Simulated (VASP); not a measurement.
Runs of VASP 6.6.1 on MgO (rock salt). The structure is that of space group Fm-3m (No. 225), or close to it. The cells are those of the table. 

```tsv
cell	gap on the mesh (eV)	pressure (GPa)
a = 2.977 Å, angles 60.0°, 2 atoms	5.62	-2.1
a = 2.764 Å, angles 60.0°, 2 atoms	(c)	56.1
a = 2.347 Å, angles 60.0°, 2 atoms	9.60	(b)
a = 2.874 Å, angles 60.0°, 2 atoms	6.77	19.3
a = 2.394 Å, angles 60.0°, 2 atoms	(a)	423.3
```

Alike in all rows: task single point; level r2SCAN; potentials or basis VASP PAW PBE potentials, release 64 (Mg, O); no spin polarisation; k mesh 10 × 10 × 10; cutoff (eV) 660; smearing gaussian 0.01 eV.

**Question.** Estimate the missing entries.

**Answer.** (a) 9.77; (b) 524.4; (c) 8.22.

Caveats: the PAW data sets were made with another functional, which shifts forces and pressure a little.

A k mesh can miss the band edges.
